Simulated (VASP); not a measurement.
# Ta in VASP: further runs, part 2 of 2

VASP 6.6.1.

## 4. Single point, PBE (normal strain along x +0.0550, normal strain along z -0.1125)

The input, INCAR:

```
SYSTEM = Ta
PREC = Accurate ; ENCUT = 520
EDIFF = 1E-6 ; ISMEAR = 0
SIGMA = 0.15 ; LREAL = .FALSE.
LASPH = .TRUE. ; NELM = 80
ALGO = Fast ; ISIF = 2
LWAVE = .FALSE. ; LCHARG = .TRUE.
GGA = PE ; LELF = .TRUE.
LVHAR = .TRUE. ; NBANDS = 12
```

The input, KPOINTS:

```
Automatic mesh
0
G
  18 18 18
  0 0 0
```

The input, POSCAR:

```
Ta
1.0
   -1.7507551652      1.6594835689      1.4727916674
    1.7507551652     -1.6594835689      1.4727916674
    1.7507551652      1.6594835689     -1.4727916674
Ta
1
Direct
    0.0000000000      0.0000000000      0.0000000000
```

Potentials or basis: VASP PAW PBE potentials, release 64 (Ta_pv).

The run is started by

```bash
cat potpaw_PBE.64/Ta_pv/POTCAR > POTCAR
mpirun -np 1 vasp_std > vasp.out
```

OUTCAR:

```text
SYSTEM = Ta
   PREC = Accurate
   ENCUT = 520
   EDIFF = 1E-6
   ISMEAR = 0
   LREAL = .FALSE.
   LASPH = .TRUE.
   NELM = 80
   ISIF = 2
   GGA = PE

 ion  position               nearest neighbor table
   1  0.000  0.000  0.000-

  LATTYP: Found a body centered orthorhombic cell.
 ALAT       =     2.9455833348
 B/A-ratio  =     1.1267605634
 C/A-ratio  =     1.1887323944

  Lattice vectors:

 A1 = (  -1.7507551652,   1.6594835689,  -1.4727916674)
 A2 = (  -1.7507551652,  -1.6594835689,   1.4727916674)
 A3 = (   1.7507551652,   1.6594835689,   1.4727916674)

Analysis of symmetry for initial positions (statically):
=====================================================================
 Subroutine PRICEL returns:
 Original cell was already a primitive cell.

 Routine SETGRP: Setting up the symmetry group for a
 body centered orthorhombic supercell.

 Subroutine GETGRP returns: Found  8 space group operations
 (whereof  8 operations were pure point group operations)
 out of a pool of  8 trial point group operations.

The static configuration has the point symmetry D_2h.

Analysis of symmetry for dynamics (positions and initial velocities):
=====================================================================
 Subroutine PRICEL returns:
 Original cell was already a primitive cell.

 Routine SETGRP: Setting up the symmetry group for a
 body centered orthorhombic supercell.

 Subroutine GETGRP returns: Found  8 space group operations
 (whereof  8 operations were pure point group operations)
 out of a pool of  8 trial point group operations.

The dynamic configuration has the point symmetry D_2h.

 Subroutine INISYM returns: Found  8 space group operations
 (whereof  8 operations are pure point group operations),
 and found     1 'primitive' translations

----------------------------------------------------------------------------------------

                                     Primitive cell

  volume of cell :      17.1159

  direct lattice vectors                    reciprocal lattice vectors
    -1.750755165  1.659483569  1.472791667     0.000000000  0.301298554  0.339491329
     1.750755165 -1.659483569  1.472791667     0.285591047  0.000000000  0.339491329
     1.750755165  1.659483569 -1.472791667     0.285591047  0.301298554  0.000000000

  length of vectors
     2.826330600  2.826330600  2.826330600     0.453910984  0.443640179  0.415142222

  position of ions in fractional coordinates (direct lattice)
     0.000000000  0.000000000  0.000000000

  ion indices of the primitive-cell ions
   primitive index   ion index
                 1           1

----------------------------------------------------------------------------------------

 KPOINTS: Automatic mesh

Automatic generation of k-mesh.
 Grid dimensions read from file:
 generate k-points for:   18   18   18

 Generating k-lattice:

  Cartesian coordinates                     Fractional coordinates (reciprocal lattice)
     0.000000000  0.016738809  0.018860629     0.055555556  0.000000000  0.000000000
     0.015866169  0.000000000  0.018860629     0.000000000  0.055555556  0.000000000
     0.015866169  0.016738809  0.000000000     0.000000000  0.000000000  0.055555556

  Length of vectors
     0.025217277  0.024646677  0.023063457

  Shift w.r.t. Gamma in fractional coordinates (k-lattice)
     0.000000000  0.000000000  0.000000000

 Subroutine IBZKPT returns following result:
 ===========================================

 Found    865 irreducible k-points:

 Following reciprocal coordinates:
            Coordinates               Weight
  0.000000  0.000000  0.000000      1.000000
  0.055556 -0.000000  0.000000      4.000000
  0.111111 -0.000000  0.000000      4.000000
  0.166667  0.000000 -0.000000      4.000000
  0.222222  0.000000 -0.000000      4.000000
  0.277778  0.000000 -0.000000      4.000000
[... 16 lines left out ...]
 -0.333333  0.055556  0.000000      8.000000
 -0.277778  0.055556  0.000000      8.000000
 [... further k-points ...]
   k-points           NKPTS =    865   k-points in BZ     NKDIM =    865   number of bands    NBANDS=     12
   number of dos      NEDOS =    301   number of ions     NIONS =      1
   total plane-waves  NPLWV =  13824
   dimension x,y,z NGX =    24 NGY =   24 NGZ =   24
   dimension x,y,z NGXF=    48 NGYF=   48 NGZF=   48
   ions per type =               1
   NGX,Y,Z   is equivalent  to a cutoff of  14.12, 14.12, 14.12 a.u.
   NGXF,Y,Z  is equivalent  to a cutoff of  28.23, 28.23, 28.23 a.u.
 SYSTEM =  Ta
   PREC   = accura    normal or accurate (medium, high low for compatibility)
   ISTART =      0    job   : 0-new  1-cont  2-samecut
   ICHARG =      2    charge: 1-file 2-atom 10-const
   ISPIN  =      1    spin polarized calculation?
   LNONCOLLINEAR =      F non collinear calculations
   LSORBIT =      F    spin-orbit coupling
   LASPH  =      T    aspherical Exc in radial PAW
   ENCUT  =  520.0 eV  38.22 Ry    6.18 a.u.   5.26  5.26  5.26*2*pi/ulx,y,z
   NELM   =     80;   NELMIN=  2; NELMDL= -5     # of ELM steps
   EDIFF  = 0.1E-05   stopping-criterion for ELM
   LREAL  =      F    real-space projection
   EDIFFG = 0.1E-04   stopping-criterion for IOM
   NSW    =      0    number of steps for IOM
   IBRION =     -1    ionic relax: 0-MD 1-quasi-New 2-CG
   NFREE  =      0    steps in history (QN), initial steepest desc. (CG)
   ISIF   =      2    stress and relaxation
   ISYM   =      2    0-nonsym 1-usesym 2-fastsym
   POTIM  = 0.5000    time-step for ionic-motion
   TEBEG  =    0.0;   TEEND  =   0.0 temperature during run
   PSTRESS=    0.0 pullay stress
   NELECT =      11.0000    total number of electrons
   NUPDOWN=      -1.0000    fix difference up-down
   EMIN   =  10.00;   EMAX   =-10.00  energy-range for DOS
   EFERMI =   0.00;   METHOD = LEGACY
   ISMEAR =     0;   SIGMA  =   0.15  broadening in eV -4-tet -1-fermi 0-gaus
   EFERMI_NEDOS =   21; number of points for ismear=-14 and -15
   IALGO  =     68    algorithm
   IMIX   =      4    mixing-type and parameters
     AMIX     =   0.40;   BMIX     =  1.00
     AMIX_MAG =   1.60;   BMIX_MAG =  1.00
  volume/ion in A,a.u.               =      17.12       115.50
  Fermi-wavevector in a.u.,A,eV,Ry     =   1.412773  2.669755 27.156257  1.995929
  Thomas-Fermi vector in A             =   2.534487
   LORBIT       =      0    0 simple, 1 ext, 2 COOP (PROOUT), +10 PAW based schemes
   GGA     = PE    functional components
   LHFCALC =     F    Hartree Fock is set to
   AEXX    =    0.0000 exact exchange contribution
   IVDW    =     0    specifies the selected vdW correction
   LEPSILON=     F    determine dielectric tensor
   LRPA    =     F    only Hartree local field effects (RPA)
 non-spin polarized calculation
 RMM-DIIS sequential band-by-band and
 Gauss-broadening in eV      SIGMA  =   0.15
  energy-cutoff  :      520.00
  volume of cell :       17.12
 maximum number of plane-waves:       474
 NGX is ok and might be reduce to    24
   NGX = 11   NGY = 11   NGZ = 11

 number of electron      11.0000001 magnetization

 Free energy of the ion-electron system (eV)
  ---------------------------------------------------
  ext. energy  EPLUGINS =         0.00000000
  ---------------------------------------------------
  free energy    TOTEN  =       -11.68074633 eV

  energy without entropy =      -11.66853547  energy(sigma->0) =      -11.67464090

 E-fermi :   6.0464     XC(G=0): -12.8761

 val. band max:        6.0455360218   @ k =   0.3889  -0.2222   0.2222
 cond. band min:       6.0539484803   @ k =  -0.2222  -0.3333   0.0556
 fundamental gap:      0.0084124585
 Fermi energy:         6.0464493050

 k-point     1 :       0.0000    0.0000    0.0000
  band No.  band energies     occupation
      1     -26.9772      2.00000
      2     -26.9703      2.00000
      3     -26.8994      2.00000
      4      -2.1950      2.00000
      5       5.4767      2.00000
      6       7.3109      0.00000
      7       7.8908      0.00000
      8       8.3946      0.00000
      9      11.3165      0.00000
     10      20.0381      0.00000
     11      20.7849      0.00000
     12      20.9003      0.00000
[... 331 lines left out ...]
 k-point    24 :      -0.2778    0.0556    0.0000
  band No.  band energies     occupation
      1     -27.6615      2.00000
      2     -27.2196      2.00000
      3     -27.0226      2.00000
      4       0.4533      2.00000
      5       4.6348      2.00000
      6       6.0627      0.87809
      7       9.1629      0.00000
      8       9.8087      0.00000
      9      10.7300      0.00000
     10      20.7771      0.00000
     11      21.4769      0.00000
     12      24.7698      0.00000

 [... further k-points ...]

------------------------ aborting loop because EDIFF is reached ----------------------------------------

  FORCE on cell =-STRESS in cart. coord.  units (eV):
  Direction    XX          YY          ZZ          XY          YZ          ZX
  --------------------------------------------------------------------------------------
  -------------------------------------------------------------------------------------
  Total        0.9503702      1.6774334      2.8754194      0.0000000      0.0000000      0.0000000
  in kB       88.9618292    157.0204355    269.1609824      0.0000000      0.0000000      0.0000000
  external PRESSURE =     171.7144157 kB  Pullay stress =       0.0000000 kB

 VOLUME and BASIS-vectors are now :
 -----------------------------------------------------------------------------
  energy-cutoff  :      520.00
  volume of cell :       17.12
      direct lattice vectors                 reciprocal lattice vectors
    -1.750755165  1.659483569  1.472791667     0.000000000  0.301298554  0.339491329
     1.750755165 -1.659483569  1.472791667     0.285591047  0.000000000  0.339491329
     1.750755165  1.659483569 -1.472791667     0.285591047  0.301298554  0.000000000

 POSITION                                       TOTAL-FORCE (eV/Angst)
 -----------------------------------------------------------------------------------
      0.00000      0.00000      0.00000         0.000000     -0.000000      0.000000
 -----------------------------------------------------------------------------------
    total drift:                                0.000000      0.000000     -0.000000

  FREE ENERGIE OF THE ION-ELECTRON SYSTEM (eV)
  ---------------------------------------------------
  free  energy   TOTEN  =       -11.6807463335 eV

  energy  without entropy=      -11.6685354745  energy(sigma->0) =      -11.67464090
```

It took 3.4 min on 1 thread of Intel Xeon 8259CL, shared host; peak memory 0.29 GiB.

What came out:

- Free energy: -11.6807 eV
- Pressure: 17.2 GPa
- Band gap on the k mesh: zero (an odd number of electrons rules out a gap without spin polarisation)

Caveat: the cell differs from its parent crystal (normal strain along x +0.0550, normal strain along z -0.1125); the stress differs along the axes, from 9 to 27 GPa; spin-orbit coupling is left out, which moves the levels of the heavy elements.

## 5. Single point, PBE (normal strain along x +0.0825, normal strain along z +0.0000)

The input, INCAR:

```
SYSTEM = Ta
PREC = Accurate
ENCUT = 520
EDIFF = 1E-7
ISMEAR = 0
SIGMA = 0.15
LREAL = .FALSE.
LASPH = .TRUE.
NELM = 60
ALGO = Normal
ISIF = 2
LWAVE = .FALSE.
LCHARG = .FALSE.
GGA = PE
NBANDS = 12
```

The input, KPOINTS:

```
regular mesh
0
G
  18 18 18
  0 0 0
```

The input, POSCAR:

```
Ta
1.0
   -1.7963909633      1.6594835689      1.6594835689
    1.7963909633     -1.6594835689      1.6594835689
    1.7963909633      1.6594835689     -1.6594835689
Ta
1
Direct
    0.0000000000      0.0000000000      0.0000000000
```

The run is started by

```bash
cat potpaw_PBE.64/Ta_pv/POTCAR > POTCAR
mpirun -np 1 vasp_std > vasp.out
```

Wall time 1.8 min (1 thread of Intel Xeon 8259CL, shared host); peak memory 0.23 GiB.

Results (log left out):

```
Free energy            : -11.7355 eV
Pressure               : -12.7 GPa
Band gap on the k mesh : zero (an odd number of electrons rules out a gap without spin polarisation)
```

Stress tensor (GPa, compression positive):
```
-16.63   0.00   0.00
  0.00 -10.73   0.00
  0.00   0.00 -10.73
```

Levels at points of the mesh, in eV from the Fermi level:
| k point | band 1 | band 2 | band 3 | band 4 | band 5 | band 6 | band 7 | band 8 | band 9 | band 10 |
| --- | --- | --- | --- | --- | --- | --- | --- | --- | --- | --- |
| (0.00, 0.00, 0.00) | -33.49 | -33.48 | -33.48 | -7.58 | 0.46 | 0.46 | 1.30 | 3.01 | 4.13 | 13.74 |
| (0.50, 0.00, 0.00) | -34.32 | -33.81 | -33.52 | -3.96 | -1.88 | 1.53 | 4.23 | 4.79 | 6.98 | 10.54 |
| (0.00, 0.50, 0.00) | -34.35 | -33.74 | -33.48 | -4.04 | -0.99 | 1.03 | 2.82 | 4.50 | 6.73 | 10.07 |
| (0.50, 0.50, 0.50) | -34.18 | -34.03 | -34.03 | -3.42 | -3.20 | 5.88 | 6.16 | 6.16 | 6.53 | 8.48 |

Caveat: the cell differs from its parent crystal (normal strain along x +0.0825, normal strain along z +0.0000); the stress differs along the axes, from -17 to -11 GPa; spin-orbit coupling is left out, which moves the levels of the heavy elements.

## 6. Summary

```tsv
cell	gap on the mesh (eV)	pressure (GPa)
a = 2.811 Å, angles 116.6, 107.6, 104.4°, 1 atom	none	20.4
a = 2.948 Å, angles 111.5, 111.5, 105.5°, 1 atom	none	-11.8
a = 2.826 Å, angles 103.4, 108.1, 117.2°, 1 atom	none	17.2
a = 2.955 Å, angles 105.1, 111.7, 111.7°, 1 atom	none	-12.7
```

Alike in all rows: task single point; level PBE; potentials or basis VASP PAW PBE potentials, release 64 (Ta_pv); no spin polarisation; k mesh 18 × 18 × 18; cutoff (eV) 520; smearing gaussian 0.15 eV.

Caveats: spin-orbit coupling is left out, which moves the levels of the heavy elements; the stress differs along the axes, from 13 to 30 GPa (at least some runs); the stress differs along the axes, from -15 to -10 GPa (at least some runs); the stress differs along the axes, from 9 to 27 GPa (at least some runs); the stress differs along the axes, from -17 to -11 GPa (at least some runs).

Total energies depend on the potentials used, so only differences within one code and one set of settings carry meaning.
